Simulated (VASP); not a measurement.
# PbS (Fm-3m) in VASP: further runs, part 3 of 3

VASP 6.6.1. The steps go on from the part before.

## 4. Relaxation of cell and atoms, PBEsol

The input, INCAR:

```
ALGO     = Normal         # electronic algorithm
EDIFF    = 1E-7           # SCF threshold, eV
EDIFFG   = -0.001         # ionic threshold
ENCUT    = 600            # plane-wave cutoff, eV
GGA      = PS             # functional
IBRION   = 2              # ionic algorithm
ISIF     = 3              # what is computed and relaxed
ISMEAR   = 0              # smearing method
LASPH    = True           # aspherical terms in the spheres
LCHARG   = False          # write CHGCAR
LREAL    = False          # projectors in reciprocal space
LWAVE    = False          # write WAVECAR
NELM     = 80             # most SCF steps
NSW      = 80             # ionic steps
PREC     = Accurate       # precision mode
SIGMA    = 0.01           # smearing width, eV
```

The input, KPOINTS:

```
k-points
0
Gamma
  10 10 10
```

The input, POSCAR:

```
PbS
1.0
    0.0000000000      2.9517542506      2.9517542506
    2.9517542506      0.0000000000      2.9517542506
    2.9517542506      2.9517542506      0.0000000000
Pb S
1 1
Direct
    0.0000000000      0.0000000000      0.0000000000
    0.5000000000      0.5000000000      0.5000000000
```

Potentials or basis: VASP PAW PBE potentials, release 64 (Pb_d, S).

On the command line:

```sh
> cat potpaw_PBE.64/Pb_d/POTCAR potpaw_PBE.64/S/POTCAR > POTCAR
> mpirun -np 1 vasp_std > vasp.out
```

OUTCAR:

```text
EDIFF = 1E-7
   EDIFFG = -0.001
   ENCUT = 600
   GGA = PS
   IBRION = 2
   ISIF = 3
   ISMEAR = 0
   LASPH = True
   LREAL = False
   NELM = 80
   NSW = 80
   PREC = Accurate

 ion  position               nearest neighbor table
   1  0.000  0.000  0.000-   2 2.95   2 2.95   2 2.95   2 2.95   2 2.95   2 2.95
   2  0.500  0.500  0.500-   1 2.95   1 2.95   1 2.95   1 2.95   1 2.95   1 2.95

  LATTYP: Found a face centered cubic cell.
 ALAT       =     5.9035085012

  Lattice vectors:

 A1 = (   0.0000000000,   2.9517542506,   2.9517542506)
 A2 = (   2.9517542506,   0.0000000000,   2.9517542506)
 A3 = (   2.9517542506,   2.9517542506,   0.0000000000)

Analysis of symmetry for initial positions (statically):
=====================================================================
 Subroutine PRICEL returns:
 Original cell was already a primitive cell.

 Routine SETGRP: Setting up the symmetry group for a
 face centered cubic supercell.

 Subroutine GETGRP returns: Found 48 space group operations
 (whereof 48 operations were pure point group operations)
 out of a pool of 48 trial point group operations.

The static configuration has the point symmetry O_h .

Analysis of symmetry for dynamics (positions and initial velocities):
=====================================================================
 Subroutine PRICEL returns:
 Original cell was already a primitive cell.

 Routine SETGRP: Setting up the symmetry group for a
 face centered cubic supercell.

 Subroutine GETGRP returns: Found 48 space group operations
 (whereof 48 operations were pure point group operations)
 out of a pool of 48 trial point group operations.

The dynamic configuration has the point symmetry O_h .

 Subroutine INISYM returns: Found 48 space group operations
 (whereof 48 operations are pure point group operations),
 and found     1 'primitive' translations

----------------------------------------------------------------------------------------

                                     Primitive cell

  volume of cell :      51.4364

  direct lattice vectors                    reciprocal lattice vectors
     0.000000000  2.951754251  2.951754251    -0.169390795  0.169390795  0.169390795
     2.951754251  0.000000000  2.951754251     0.169390795 -0.169390795  0.169390795
     2.951754251  2.951754251  0.000000000     0.169390795  0.169390795 -0.169390795

  length of vectors
     4.174410894  4.174410894  4.174410894     0.293393464  0.293393464  0.293393464

  position of ions in fractional coordinates (direct lattice)
     0.000000000  0.000000000  0.000000000
     0.500000000  0.500000000  0.500000000

  ion indices of the primitive-cell ions
   primitive index   ion index
                 1           1
                 2           2

----------------------------------------------------------------------------------------

 KPOINTS: k-points

Automatic generation of k-mesh.
 Grid dimensions read from file:
 generate k-points for:   10   10   10

 Generating k-lattice:

  Cartesian coordinates                     Fractional coordinates (reciprocal lattice)
    -0.016939080  0.016939080  0.016939080     0.100000000  0.000000000  0.000000000
     0.016939080 -0.016939080  0.016939080     0.000000000  0.100000000  0.000000000
     0.016939080  0.016939080 -0.016939080     0.000000000  0.000000000  0.100000000

  Length of vectors
     0.029339346  0.029339346  0.029339346
[... 41 lines left out ...]
   ions per type =               1   1
   NGX,Y,Z   is equivalent  to a cutoff of  14.34, 14.34, 14.34 a.u.
   NGXF,Y,Z  is equivalent  to a cutoff of  28.67, 28.67, 28.67 a.u.
 SYSTEM =  unknown system
   PREC   = accura    normal or accurate (medium, high low for compatibility)
   ISTART =      0    job   : 0-new  1-cont  2-samecut
   ICHARG =      2    charge: 1-file 2-atom 10-const
   ISPIN  =      1    spin polarized calculation?
   LNONCOLLINEAR =      F non collinear calculations
   LSORBIT =      F    spin-orbit coupling
   LASPH  =      T    aspherical Exc in radial PAW
   ENCUT  =  600.0 eV  44.10 Ry    6.64 a.u.   8.34  8.34  8.34*2*pi/ulx,y,z
   NELM   =     80;   NELMIN=  2; NELMDL= -5     # of ELM steps
   EDIFF  = 0.1E-06   stopping-criterion for ELM
   LREAL  =      F    real-space projection
   EDIFFG = -.1E-02   stopping-criterion for IOM
   NSW    =     80    number of steps for IOM
   IBRION =      2    ionic relax: 0-MD 1-quasi-New 2-CG
   NFREE  =      1    steps in history (QN), initial steepest desc. (CG)
   ISIF   =      3    stress and relaxation
   ISYM   =      2    0-nonsym 1-usesym 2-fastsym
   POTIM  = 0.5000    time-step for ionic-motion
   TEBEG  =    0.0;   TEEND  =   0.0 temperature during run
   PSTRESS=    0.0 pullay stress
   NELECT =      20.0000    total number of electrons
   NUPDOWN=      -1.0000    fix difference up-down
   EMIN   =  10.00;   EMAX   =-10.00  energy-range for DOS
   EFERMI =   0.00;   METHOD = LEGACY
   ISMEAR =     0;   SIGMA  =   0.01  broadening in eV -4-tet -1-fermi 0-gaus
   EFERMI_NEDOS =   21; number of points for ismear=-14 and -15
   IALGO  =     38    algorithm
   IMIX   =      4    mixing-type and parameters
     AMIX     =   0.40;   BMIX     =  1.00
     AMIX_MAG =   1.60;   BMIX_MAG =  1.00
  volume/ion in A,a.u.               =      25.72       173.55
  Fermi-wavevector in a.u.,A,eV,Ry     =   1.194890  2.258015 19.425886  1.427762
  Thomas-Fermi vector in A             =   2.330869
   LORBIT       =      0    0 simple, 1 ext, 2 COOP (PROOUT), +10 PAW based schemes
   GGA     = PS    functional components
   LHFCALC =     F    Hartree Fock is set to
   AEXX    =    0.0000 exact exchange contribution
   IVDW    =     0    specifies the selected vdW correction
   LEPSILON=     F    determine dielectric tensor
   LRPA    =     F    only Hartree local field effects (RPA)
 conjugate gradient relaxation of ions
 non-spin polarized calculation
 Gauss-broadening in eV      SIGMA  =   0.01
  energy-cutoff  :      600.00
  volume of cell :       51.44
 maximum number of plane-waves:      1759
 NGX is ok and might be reduce to    36
   NGX = 17   NGY = 17   NGZ = 17

 number of electron      20.0000002 magnetization

 Free energy of the ion-electron system (eV)
  ---------------------------------------------------
  ext. energy  EPLUGINS =         0.00000000
  ---------------------------------------------------
  free energy    TOTEN  =        -9.45719441 eV

  energy without entropy =       -9.45719441  energy(sigma->0) =       -9.45719441

 E-fermi :   5.9586     XC(G=0):  -9.9536

 val. band max:        5.8932537475   @ k =   0.5000   0.0000   0.0000
 cond. band min:       6.0937649629   @ k =   0.5000   0.0000   0.0000
 fundamental gap:      0.2005112154
 Fermi energy:         5.9585793386

 k-point     1 :       0.0000    0.0000    0.0000
  band No.  band energies     occupation
      1     -10.8913      2.00000
      2     -10.8913      2.00000
      3     -10.8913      2.00000
      4     -10.8784      2.00000
      5     -10.8784      2.00000
      6      -7.8566      2.00000
      7      -0.1554      2.00000
      8       3.6353      2.00000
      9       3.6353      2.00000
     10       3.6353      2.00000
     11      11.0780      0.00000
     12      11.0780      0.00000
     13      11.0780      0.00000
     14      12.4845      0.00000
[... 377 lines left out ...]
      1     -10.9955      2.00000
      2     -10.9098      2.00000
      3     -10.8626      2.00000
      4     -10.8419      2.00000
      5     -10.8372      2.00000
      6      -6.5408      2.00000
      7      -1.7920      2.00000
      8       2.1541      2.00000
      9       2.6537      2.00000
     10       2.8541      2.00000
     11       9.5714      0.00000
     12       9.9617      0.00000
     13      10.8000      0.00000
     14      11.2484      0.00000

 [... further k-points ...]

------------------------ aborting loop because EDIFF is reached ----------------------------------------

  FORCE on cell =-STRESS in cart. coord.  units (eV):
  Direction    XX          YY          ZZ          XY          YZ          ZX
  --------------------------------------------------------------------------------------
  -------------------------------------------------------------------------------------
  Total        0.0014031      0.0014031      0.0014031      0.0000000      0.0000000     -0.0000000
  in kB        0.0437056      0.0437056      0.0437056      0.0000000      0.0000000     -0.0000000
  external PRESSURE =       0.0437056 kB  Pullay stress =       0.0000000 kB

 VOLUME and BASIS-vectors are now :
 -----------------------------------------------------------------------------
  energy-cutoff  :      600.00
  volume of cell :       51.44
      direct lattice vectors                 reciprocal lattice vectors
     0.000000000  2.951754251  2.951754251    -0.169390795  0.169390795  0.169390795
     2.951754251  0.000000000  2.951754251     0.169390795 -0.169390795  0.169390795
     2.951754251  2.951754251  0.000000000     0.169390795  0.169390795 -0.169390795

 POSITION                                       TOTAL-FORCE (eV/Angst)
 -----------------------------------------------------------------------------------
      0.00000      0.00000      0.00000        -0.000000     -0.000000     -0.000000
      2.95175      2.95175      2.95175         0.000000      0.000000      0.000000
 -----------------------------------------------------------------------------------
    total drift:                                0.000000      0.000000      0.000000

  FREE ENERGIE OF THE ION-ELECTRON SYSTEM (eV)
  ---------------------------------------------------
  free  energy   TOTEN  =        -9.4571944058 eV

  energy  without entropy=       -9.4571944058  energy(sigma->0) =       -9.45719441

 reached required accuracy - stopping structural energy minimisation
```

It took 47 s on 1 thread of Intel Xeon 8259CL, shared host; peak memory 0.23 GiB.

What came out:

| Quantity | Value |
| --- | --- |
| Free energy | -9.4572 eV |
| Pressure after relaxing | 0.0 GPa |
| Band gap on the k mesh | 0.20 eV |

Final structure:
```yaml
crystal:
  lattice:
    - [0.00000, 2.95175, 2.95175]
    - [2.95175, 0.00000, 2.95175]
    - [2.95175, 2.95175, 0.00000]
  atoms:
    - { symbol: Pb, position: [0.00000, 0.00000, 0.00000] }
    - { symbol: S, position: [0.50000, 0.50000, 0.50000] }
```

Caveat: the relaxation stopped at its first step, so nothing moved; the PAW data sets were made with another functional, which shifts forces and pressure a little; spin-orbit coupling is left out, which moves the levels of the heavy elements. A k mesh can miss the band edges.

## 5. Relaxation of cell and atoms, PBEsol

This run uses another cell than the first one, of 26.09 Å³/atom.

The input, INCAR:

```
SYSTEM = PbS
  ALGO = Normal
  EDIFF = 1E-7
  EDIFFG = -0.005
  ENCUT = 600
  GGA = PS
  IBRION = 2
  ISIF = 3
  ISMEAR = 0
  LASPH = .True.
  LCHARG = .False.
  LREAL = .False.
  LWAVE = .False.
  NELM = 80
  NSW = 100
  PREC = Accurate
  SIGMA = 0.01
```

The input, KPOINTS:

```
k-points
0
Gamma
  10 10 10
  0 0 0
```

The input, POSCAR:

```
PbS
1.0
    0.0000000000      2.9657500000      2.9657500000
    2.9657500000      0.0000000000      2.9657500000
    2.9657500000      2.9657500000      0.0000000000
Pb S
1 1
Direct
    0.0000000000      0.0000000000      0.0000000000
    0.5000000000      0.5000000000      0.5000000000
```

Potentials or basis: VASP PAW PBE potentials, release 64 (Pb_d, S).

On the command line:

```sh
> cat potpaw_PBE.64/Pb_d/POTCAR potpaw_PBE.64/S/POTCAR > POTCAR
> mpirun -np 1 vasp_std > vasp.out
```

OUTCAR:

```text
SYSTEM = PbS
   EDIFF = 1E-7
   EDIFFG = -0.005
   ENCUT = 600
   GGA = PS
   IBRION = 2
   ISIF = 3
   ISMEAR = 0
   LASPH = .True.
   LREAL = .False.
   NELM = 80
   NSW = 100
   PREC = Accurate

 ion  position               nearest neighbor table
   1  0.000  0.000  0.000-   2 2.97   2 2.97   2 2.97   2 2.97   2 2.97   2 2.97
   2  0.500  0.500  0.500-   1 2.97   1 2.97   1 2.97   1 2.97   1 2.97   1 2.97

  LATTYP: Found a face centered cubic cell.
 ALAT       =     5.9315000000

  Lattice vectors:

 A1 = (   0.0000000000,   2.9657500000,   2.9657500000)
 A2 = (   2.9657500000,   0.0000000000,   2.9657500000)
 A3 = (   2.9657500000,   2.9657500000,   0.0000000000)

Analysis of symmetry for initial positions (statically):
=====================================================================
 Subroutine PRICEL returns:
[... 270 lines left out ...]
      7      -0.1563      2.00000
      8       3.6349      2.00000
      9       3.6349      2.00000
     10       3.6349      2.00000
     11      11.0770      0.00000
     12      11.0770      0.00000
     13      11.0770      0.00000
     14      12.4838      0.00000
[... 377 lines left out ...]
      1     -10.9960      2.00000
      2     -10.9104      2.00000
      3     -10.8632      2.00000
      4     -10.8425      2.00000
      5     -10.8378      2.00000
      6      -6.5412      2.00000
      7      -1.7926      2.00000
      8       2.1537      2.00000
      9       2.6533      2.00000
     10       2.8536      2.00000
     11       9.5707      0.00000
     12       9.9610      0.00000
     13      10.7991      0.00000
     14      11.2475      0.00000

 [... further k-points ...]

------------------------ aborting loop because EDIFF is reached ----------------------------------------

  FORCE on cell =-STRESS in cart. coord.  units (eV):
  Direction    XX          YY          ZZ          XY          YZ          ZX
  --------------------------------------------------------------------------------------
  -------------------------------------------------------------------------------------
  Total        0.0001344      0.0001344      0.0001344      0.0000000     -0.0000000     -0.0000000
  in kB        0.0041865      0.0041865      0.0041865      0.0000000     -0.0000000     -0.0000000
  external PRESSURE =       0.0041865 kB  Pullay stress =       0.0000000 kB
[... 17 lines left out ...]
  FREE ENERGIE OF THE ION-ELECTRON SYSTEM (eV)
  ---------------------------------------------------
  free  energy   TOTEN  =        -9.4572633001 eV

  energy  without entropy=       -9.4572633001  energy(sigma->0) =       -9.45726330

 reached required accuracy - stopping structural energy minimisation
```

CONTCAR:

```text
PbS
   1.00000000000000
    -0.0000000000000000    2.9518150261923504    2.9518150261923504
     2.9518150261923504   -0.0000000000000000    2.9518150261923504
     2.9518150261923504    2.9518150261923504    0.0000000000000000
  Pb              S
     1     1
Direct
     0.0000000000000000    0.0000000000000000    0.0000000000000000
     0.5000000000000000    0.5000000000000000    0.5000000000000000

  0.00000000E+00  0.00000000E+00  0.00000000E+00
  0.00000000E+00  0.00000000E+00  0.00000000E+00
```

Wall time 2 min (1 thread of Intel Xeon 8259CL, shared host); peak memory 0.23 GiB.

Results:

| Quantity | Value |
| --- | --- |
| Free energy | -9.4573 eV |
| Relaxed volume | 25.72 Å³/atom |
| Relaxed cell | a = 4.174 Å, b = 4.174 Å, c = 4.174 Å, α = 60.00°, β = 60.00°, γ = 60.00° |
| Space group after relaxing (to 0.1 Å) | Fm-3m (No. 225) |
| Energy gained by relaxing | 1.0 meV/atom |
| Ionic steps | 3 |
| Pressure after relaxing | 0.0 GPa |
| Band gap on the k mesh | 0.20 eV |

Step by step:
```
step  energy change (eV)  largest force (eV/Å)  pressure (GPa)  volume (Å³)
   1              0.0000                0.0000           -0.82        52.17
   2             -0.0016                0.0000            0.33        51.16
   3             -0.0019                0.0000            0.00        51.44
```

Final structure:
```yaml
crystal:
  lattice:
    - [0.00000, 2.95182, 2.95182]
    - [2.95182, 0.00000, 2.95182]
    - [2.95182, 2.95182, 0.00000]
  atoms:
    - { symbol: Pb, position: [0.00000, 0.00000, 0.00000] }
    - { symbol: S, position: [0.50000, 0.50000, 0.50000] }
```

Caveat: the PAW data sets were made with another functional, which shifts forces and pressure a little; spin-orbit coupling is left out, which moves the levels of the heavy elements. A k mesh can miss the band edges.

## 6. Summary

```csv
task,cell,cutoff (eV),gap on the mesh (eV),pressure (GPa)
single point,"a = 4.174 Å, angles 60.0°, 2 atoms",520,0.20,0.0
relaxation of cell and atoms,"relaxed from a = 4.174 Å, angles 60.0°, 2 atoms",600,0.20,0.0
relaxation of cell and atoms,"relaxed from a = 4.194 Å, angles 60.0°, 2 atoms",600,0.20,0.0
```

Alike in all rows: level PBEsol; potentials or basis VASP PAW PBE potentials, release 64 (Pb_d, S); no spin polarisation; k mesh 10 × 10 × 10; smearing gaussian 0.01 eV.

Caveats: the PAW data sets were made with another functional, which shifts forces and pressure a little; spin-orbit coupling is left out, which moves the levels of the heavy elements; the relaxation stopped at its first step, so nothing moved (at least some runs).

Absolute energies hang on the potentials; compare differences alone.
